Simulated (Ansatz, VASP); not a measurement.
## Ca: VASP beside Ansatz

```
Ca
1.0
     3.31422    0.00000    0.00000
     0.00000    3.31422    0.00000
     0.00000    0.00000    3.40144
Ca
1
Direct
  0.00000 0.00000 0.00000
```

Change from the starting cell: strain -0.050 along x and y, -0.025 along z, atoms carried along.

Alike in both runs: task single point; functional LDA; k mesh 14 × 14 × 14; occupations gaussian, width 0.15 eV; no spin polarisation.

|  | VASP | Ansatz |
| --- | --- | --- |
| version | VASP 6.6.1 | Ansatz 0.2.0 |
| potentials or method | VASP PAW LDA potentials, release 64 (Ca_sv), cutoff 520 eV | scalar-relativistic, plane waves, PAW |
| valence electrons in the cell | 10 | 10 |

Ansatz gave:

```
gap on the k mesh at the Fermi level (eV)                     : none
pressure (GPa)                                                : 0.2
traceless stress, the component that is largest in VASP (GPa) : -1.09
```

Q: Estimate VASP's values.

A: gap on the k mesh at the Fermi level (eV): none; pressure (GPa): 0.2; traceless stress, the component that is largest in VASP (GPa): -1.10.

LDA's correlation is that of Perdew and Zunger in VASP and of Perdew and Wang (1992) in Ansatz. A gap of «none» marks a metal or a gap that the smearing closes.
